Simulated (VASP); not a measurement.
# TaN (I4mm) in VASP: further runs

The runs below take TaN through single point, with LDA.

All numbers are computed with VASP 6.6.1; they aren't measurements. Logs are shortened: lines on timing, memory, paths and dates and some standing lists are left out, and cuts for length are marked.

## 1. The cell of the first run

Symmetry: I4mm, No. 107, tetragonal system. Conventional cell: a = 3.100 Å, b = 3.100 Å, c = 4.384 Å, α = 90.00°, β = 90.00°, γ = 90.00°. Within 2.7 Å of Ta (site symmetry 4mm) lie 6 N at 2.06 to 2.32 Å. Within 2.7 Å of N (site symmetry 4mm) lie 6 Ta at 2.06 to 2.32 Å.

## 2. Single point, LDA

INCAR

```
PREC = Accurate ; ENCUT = 600
EDIFF = 1E-6 ; ISMEAR = 0
SIGMA = 0.15 ; LREAL = False
LASPH = True ; NELM = 120
ALGO = Normal ; ISIF = 2
LWAVE = False ; LCHARG = True
GGA = CA ; LELF = True
LVHAR = True ; NBANDS = 16
GGA_COMPAT = False
```

KPOINTS

```
regular mesh
0
Gamma
  18 18 18
```

POSCAR

```
TaN
1.0
    0.0000000000      2.1918784864      2.1918784864
    2.1918784864      0.0000000000      2.1918784864
    2.1918784864      2.1918784864      0.0000000000
Ta N
1 1
Direct
    0.4978278253      0.5021721747      0.5021721747
    0.0280609990     -0.0280609990     -0.0280609990
```

Potentials or basis: VASP PAW LDA potentials, release 64 (Ta_sv_GW, N).

On the command line:

```sh
> cat potpaw_LDA.64/Ta_sv_GW/POTCAR potpaw_LDA.64/N/POTCAR > POTCAR
> mpirun -np 1 vasp_std > vasp.out
```

OUTCAR:

```text
PREC = Accurate
   ENCUT = 600
   EDIFF = 1E-6
   ISMEAR = 0
   LREAL = False
   LASPH = True
   NELM = 120
   ISIF = 2
   GGA = CA

 ion  position               nearest neighbor table
   1  0.498  0.502  0.502-   2 2.06   2 2.20   2 2.20   2 2.20   2 2.20   2 2.32
   2  0.028  0.972  0.972-   1 2.06   1 2.20   1 2.20   1 2.20   1 2.20   1 2.32

  LATTYP: Found a face centered cubic cell.
 ALAT       =     4.3837569728

  Lattice vectors:

 A1 = (   0.0000000000,   2.1918784864,   2.1918784864)
 A2 = (   2.1918784864,   0.0000000000,   2.1918784864)
 A3 = (   2.1918784864,   2.1918784864,   0.0000000000)

Analysis of symmetry for initial positions (statically):
=====================================================================
 Subroutine PRICEL returns:
 Original cell was already a primitive cell.

 Routine SETGRP: Setting up the symmetry group for a
 face centered cubic supercell.

 Subroutine GETGRP returns: Found  8 space group operations
 (whereof  8 operations were pure point group operations)
 out of a pool of 48 trial point group operations.

The static configuration has the point symmetry C_4v.

Analysis of symmetry for dynamics (positions and initial velocities):
=====================================================================
 Subroutine PRICEL returns:
 Original cell was already a primitive cell.

 Routine SETGRP: Setting up the symmetry group for a
 face centered cubic supercell.

 Subroutine GETGRP returns: Found  8 space group operations
 (whereof  8 operations were pure point group operations)
 out of a pool of 48 trial point group operations.

The dynamic configuration has the point symmetry C_4v.

 Subroutine INISYM returns: Found  8 space group operations
 (whereof  8 operations are pure point group operations),
 and found     1 'primitive' translations

----------------------------------------------------------------------------------------

                                     Primitive cell

  volume of cell :      21.0610

  direct lattice vectors                    reciprocal lattice vectors
     0.000000000  2.191878486  2.191878486    -0.228114835  0.228114835  0.228114835
     2.191878486  0.000000000  2.191878486     0.228114835 -0.228114835  0.228114835
     2.191878486  2.191878486  0.000000000     0.228114835  0.228114835 -0.228114835

  length of vectors
     3.099784283  3.099784283  3.099784283     0.395106485  0.395106485  0.395106485

  position of ions in fractional coordinates (direct lattice)
     0.497827825  0.502172175  0.502172175
     0.028060999  0.971939001  0.971939001

  ion indices of the primitive-cell ions
   primitive index   ion index
                 1           1
                 2           2

----------------------------------------------------------------------------------------

 KPOINTS: regular mesh

Automatic generation of k-mesh.
 Grid dimensions read from file:
 generate k-points for:   18   18   18

 Generating k-lattice:

  Cartesian coordinates                     Fractional coordinates (reciprocal lattice)
    -0.012673046  0.012673046  0.012673046     0.055555556  0.000000000  0.000000000
     0.012673046 -0.012673046  0.012673046     0.000000000  0.055555556  0.000000000
     0.012673046  0.012673046 -0.012673046     0.000000000  0.000000000  0.055555556

  Length of vectors
     0.021950360  0.021950360  0.021950360

  Shift w.r.t. Gamma in fractional coordinates (k-lattice)
     0.000000000  0.000000000  0.000000000

 Subroutine IBZKPT returns following result:
 ===========================================

 Found    480 irreducible k-points:

 Following reciprocal coordinates:
            Coordinates               Weight
  0.000000  0.000000  0.000000      1.000000
  0.055556  0.000000  0.000000      8.000000
  0.111111  0.000000  0.000000      8.000000
  0.166667  0.000000  0.000000      8.000000
  0.222222  0.000000  0.000000      8.000000
  0.277778  0.000000  0.000000      8.000000
[... 16 lines left out ...]
  0.388889  0.055556  0.000000     16.000000
  0.000000  0.388889  0.055556      8.000000
 [... further k-points ...]
   k-points           NKPTS =    480   k-points in BZ     NKDIM =    480   number of bands    NBANDS=     16
   number of dos      NEDOS =    301   number of ions     NIONS =      2
   total plane-waves  NPLWV =  21952
   dimension x,y,z NGX =    28 NGY =   28 NGZ =   28
   dimension x,y,z NGXF=    56 NGYF=   56 NGZF=   56
   ions per type =               1   1
   NGX,Y,Z   is equivalent  to a cutoff of  15.02, 15.02, 15.02 a.u.
   NGXF,Y,Z  is equivalent  to a cutoff of  30.03, 30.03, 30.03 a.u.
 SYSTEM =  unknown system
   PREC   = accura    normal or accurate (medium, high low for compatibility)
   ISTART =      0    job   : 0-new  1-cont  2-samecut
   ICHARG =      2    charge: 1-file 2-atom 10-const
   ISPIN  =      1    spin polarized calculation?
   LNONCOLLINEAR =      F non collinear calculations
   LSORBIT =      F    spin-orbit coupling
   LASPH  =      T    aspherical Exc in radial PAW
   ENCUT  =  600.0 eV  44.10 Ry    6.64 a.u.   6.19  6.19  6.19*2*pi/ulx,y,z
   NELM   =    120;   NELMIN=  2; NELMDL= -5     # of ELM steps
   EDIFF  = 0.1E-05   stopping-criterion for ELM
   LREAL  =      F    real-space projection
   EDIFFG = 0.1E-04   stopping-criterion for IOM
   NSW    =      0    number of steps for IOM
   IBRION =     -1    ionic relax: 0-MD 1-quasi-New 2-CG
   NFREE  =      0    steps in history (QN), initial steepest desc. (CG)
   ISIF   =      2    stress and relaxation
   ISYM   =      2    0-nonsym 1-usesym 2-fastsym
   POTIM  = 0.5000    time-step for ionic-motion
   TEBEG  =    0.0;   TEEND  =   0.0 temperature during run
   PSTRESS=    0.0 pullay stress
   NELECT =      18.0000    total number of electrons
   NUPDOWN=      -1.0000    fix difference up-down
   EMIN   =  10.00;   EMAX   =-10.00  energy-range for DOS
   EFERMI =   0.00;   METHOD = LEGACY
   ISMEAR =     0;   SIGMA  =   0.15  broadening in eV -4-tet -1-fermi 0-gaus
   EFERMI_NEDOS =   21; number of points for ismear=-14 and -15
   IALGO  =     38    algorithm
   IMIX   =      4    mixing-type and parameters
     AMIX     =   0.40;   BMIX     =  1.00
     AMIX_MAG =   1.60;   BMIX_MAG =  1.00
  volume/ion in A,a.u.               =      10.53        71.06
  Fermi-wavevector in a.u.,A,eV,Ry     =   1.553600  2.935878 32.840011  2.413673
  Thomas-Fermi vector in A             =   2.657807
   LORBIT       =      0    0 simple, 1 ext, 2 COOP (PROOUT), +10 PAW based schemes
   GGA     = CA    functional components
   LHFCALC =     F    Hartree Fock is set to
   AEXX    =    0.0000 exact exchange contribution
   IVDW    =     0    specifies the selected vdW correction
   LEPSILON=     F    determine dielectric tensor
   LRPA    =     F    only Hartree local field effects (RPA)
 non-spin polarized calculation
 Gauss-broadening in eV      SIGMA  =   0.15
  energy-cutoff  :      600.00
  volume of cell :       21.06
 maximum number of plane-waves:       725
 NGX is ok and might be reduce to    28
   NGX = 13   NGY = 13   NGZ = 13

 number of electron      18.0000001 magnetization

 Free energy of the ion-electron system (eV)
  ---------------------------------------------------
  ext. energy  EPLUGINS =         0.00000000
  ---------------------------------------------------
  free energy    TOTEN  =       -26.59277865 eV

  energy without entropy =      -26.58402864  energy(sigma->0) =      -26.58840364

 E-fermi :  13.5954     XC(G=0): -14.1098

 val. band max:       13.5881567829   @ k =   0.2222   0.1667   0.0000
 cond. band min:      13.6039208319   @ k =  -0.1111   0.1667   0.0556
 fundamental gap:      0.0157640489
 Fermi energy:        13.5953699535

 k-point     1 :       0.0000    0.0000    0.0000
  band No.  band energies     occupation
      1     -55.4384      2.00000
      2     -21.8819      2.00000
      3     -21.8618      2.00000
      4     -21.8618      2.00000
      5      -5.0335      2.00000
      6       9.3936      2.00000
[... 8 lines left out ...]
     15      22.8405      0.00000
     16      37.5999      0.00000

 k-point     2 :       0.0556    0.0000    0.0000
  band No.  band energies     occupation
      1     -55.4365      2.00000
      2     -21.9026      2.00000
      3     -21.8735      2.00000
      4     -21.8646      2.00000
      5      -4.9560      2.00000
      6       8.8924      2.00000
[... 8 lines left out ...]
     15      23.0743      0.00000
     16      36.5026      0.00000

 k-point     3 :       0.1111    0.0000    0.0000
  band No.  band energies     occupation
      1     -55.4311      2.00000
      2     -21.9844      2.00000
      3     -21.8840      2.00000
      4     -21.8724      2.00000
      5      -4.7303      2.00000
      6       8.1187      2.00000
[... 8 lines left out ...]
     15      23.7356      0.00000
     16      34.5631      0.00000

 k-point     4 :       0.1667    0.0000    0.0000
  band No.  band energies     occupation
      1     -55.4230      2.00000
      2     -22.1111      2.00000
      3     -21.8962      2.00000
      4     -21.8843      2.00000
      5      -4.3759      2.00000
      6       7.2333      2.00000
[... 8 lines left out ...]
     15      24.6928      0.00000
     16      32.6574      0.00000
[... 324 lines left out ...]
 k-point    22 :       0.0000    0.3333    0.0556
  band No.  band energies     occupation
      1     -55.3945      2.00000
      2     -22.5171      2.00000
      3     -21.9438      2.00000
      4     -21.9368      2.00000
      5      -3.0473      2.00000
      6       4.8329      2.00000
[... 8 lines left out ...]
     15      25.8523      0.00000
     16      28.7986      0.00000

 k-point    23 :       0.3889    0.0556    0.0000
  band No.  band energies     occupation
      1     -55.3858      2.00000
      2     -22.6372      2.00000
      3     -21.9640      2.00000
      4     -21.9448      2.00000
      5      -2.5719      2.00000
      6       4.1458      2.00000
[... 8 lines left out ...]
     15      25.3090      0.00000
     16      27.5214      0.00000

 k-point    24 :       0.0000    0.3889    0.0556
  band No.  band energies     occupation
      1     -55.3857      2.00000
      2     -22.6394      2.00000
      3     -21.9538      2.00000
      4     -21.9536      2.00000
      5      -2.5665      2.00000
      6       4.1440      2.00000
[... 8 lines left out ...]
     15      25.3779      0.00000
     16      27.4701      0.00000

 [... further k-points ...]

------------------------ aborting loop because EDIFF is reached ----------------------------------------

  FORCE on cell =-STRESS in cart. coord.  units (eV):
  Direction    XX          YY          ZZ          XY          YZ          ZX
  --------------------------------------------------------------------------------------
  -------------------------------------------------------------------------------------
  Total        0.1662030     -0.9805406     -0.9805406      0.0000000      0.0000000     -0.0000000
  in kB       12.6435788    -74.5927700    -74.5927700      0.0000000      0.0000000     -0.0000000
  external PRESSURE =     -45.5139871 kB  Pullay stress =       0.0000000 kB

 VOLUME and BASIS-vectors are now :
 -----------------------------------------------------------------------------
  energy-cutoff  :      600.00
  volume of cell :       21.06
      direct lattice vectors                 reciprocal lattice vectors
     0.000000000  2.191878486  2.191878486    -0.228114835  0.228114835  0.228114835
     2.191878486  0.000000000  2.191878486     0.228114835 -0.228114835  0.228114835
     2.191878486  2.191878486  0.000000000     0.228114835  0.228114835 -0.228114835

 POSITION                                       TOTAL-FORCE (eV/Angst)
 -----------------------------------------------------------------------------------
      2.20140      2.19188      2.19188        -1.159150      0.000000      0.000000
      4.26074      2.19188      2.19188         1.159150      0.000000      0.000000
 -----------------------------------------------------------------------------------
    total drift:                               -0.000094      0.000000      0.000000

  FREE ENERGIE OF THE ION-ELECTRON SYSTEM (eV)
  ---------------------------------------------------
  free  energy   TOTEN  =       -26.5927786459 eV

  energy  without entropy=      -26.5840286377  energy(sigma->0) =      -26.58840364
```

Run time: 3.5 min. Hardware: 1 thread of Intel Xeon Platinum 8259CL at 2.50GHz (Skylake/Cascade Lake), shared host; peak memory 0.34 GiB.

Results:

```
Free energy            : -26.5928 eV
Pressure               : -4.6 GPa
Largest force          : 1.159 eV/Å
Band gap on the k mesh : zero (band 9 reaches 15.45 eV, above the bottom of band 10 at 11.83 eV)
```

Forces on the atoms (eV/Å):
```
Ta  -1.159  0.000  0.000
N    1.159  0.000  0.000
```

Stress tensor (GPa, compression positive):
```
 1.26  0.00  0.00
 0.00 -7.46  0.00
 0.00  0.00 -7.46
```

Levels at points of the mesh, in eV from the Fermi level:
| k point | band 5 | band 6 | band 7 | band 8 | band 9 | band 10 | band 11 | band 12 | band 13 | band 14 |
| --- | --- | --- | --- | --- | --- | --- | --- | --- | --- | --- |
| (0.00, 0.00, 0.00) | -18.63 | -4.20 | -4.20 | -4.14 | -2.09 | -1.62 | -1.62 | 0.07 | 0.59 | 1.78 |
| (0.50, 0.00, 0.00) | -15.51 | -10.34 | -7.59 | -7.55 | 1.85 | 1.99 | 2.02 | 3.89 | 7.31 | 7.87 |
| (0.50, 0.50, 0.00) | -17.36 | -6.53 | -6.16 | -4.63 | -3.82 | 2.28 | 3.63 | 3.65 | 4.64 | 6.92 |
| (0.00, 0.50, 0.50) | -17.35 | -6.46 | -5.48 | -4.56 | -4.56 | 2.17 | 3.63 | 3.63 | 4.47 | 6.35 |

Caveat: spin-orbit coupling is left out, which moves the levels of the heavy elements; forces of over 1 eV/Å act on the atoms, so gaps and moduli don't describe the material at rest.

(Part 1 of 3 ends here.)
